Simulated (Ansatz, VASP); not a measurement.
## One calculation of MgSb2, two programs

The input INCAR:

```
  PREC = Accurate
  ENCUT = 520
  EDIFF = 1E-6
  ISMEAR = -1
  SIGMA = 0.1
  LREAL = False
  LASPH = True
  NELM = 100
  ALGO = Normal
  ISIF = 2
  LWAVE = False
  LCHARG = False
  GGA = PS
  IVDW = 13
  NBANDS = 21
```

File KPOINTS:

```
regular mesh
0
Gamma
  4 4 4
```

POSCAR

```
MgSb2
1.0
    4.5355041739     -2.8395699334      0.0000000000
    4.5355041739      2.8395699334      0.0000000000
    0.0000000000      0.0000000000      5.4134516705
Mg Sb
2 4
Direct
    0.3158830000      0.6841170000      0.7500000000
    0.6841170000      0.3158830000      0.2500000000
    0.6345660000      0.0337820000      0.7500000000
    0.9662180000      0.3654340000      0.7500000000
    0.0337820000      0.6345660000      0.2500000000
    0.3654340000      0.9662180000      0.2500000000
```

Input for Ansatz:

```yaml
crystal:
  lattice:
    - [4.535504173889867, -2.83956993340331, 0.0]
    - [4.535504173889867, 2.83956993340331, 0.0]
    - [0.0, 0.0, 5.41345167050392]
  atoms:
    - { symbol: Mg, position: [0.315883, 0.684117, 0.75] }
    - { symbol: Mg, position: [0.684117, 0.315883, 0.25] }
    - { symbol: Sb, position: [0.634566, 0.033782, 0.75] }
    - { symbol: Sb, position: [0.966218, 0.365434, 0.75] }
    - { symbol: Sb, position: [0.033782, 0.634566, 0.25] }
    - { symbol: Sb, position: [0.365434, 0.966218, 0.25] }
basis:
  ecutwfc: 500.0
kpoints:
  mp_grid:
    grid: [4, 4, 4]
hamiltonian:
  xc: pbesol
  dispersion: d4
  pseudopotentials:
    kind: paw
scf:
  max_iter: 100
  mixing:
    algorithm: broyden
  occupations:
    method: fermi_dirac
    width: 0.1
output:
  stress: true
```

Alike in both runs: task single point; functional PBEsol; dispersion D4; k mesh 4 × 4 × 4; occupations fermi-dirac, width 0.1 eV; no spin polarisation.

|  | VASP | Ansatz |
| --- | --- | --- |
| version | VASP 6.6.1 | Ansatz 0.2.0 |
| potentials or method | VASP PAW PBE potentials, release 64 (Mg, Sb), cutoff 520 eV | plane waves, PAW |
| valence electrons in the cell | 24 | 80 |

```csv
,VASP,Ansatz,Ansatz less VASP
pressure (GPa),2.3,2.2,-0.12
"traceless stress, the component that is largest in VASP (GPa)",3.39,3.30,-0.096
```

VASP's potentials were made for PBE, not for PBEsol. VASP's potentials hold 24 valence electrons a cell and Ansatz's 80, so a difference there can come from the potentials and not from the codes.

Spin-orbit coupling is off throughout.
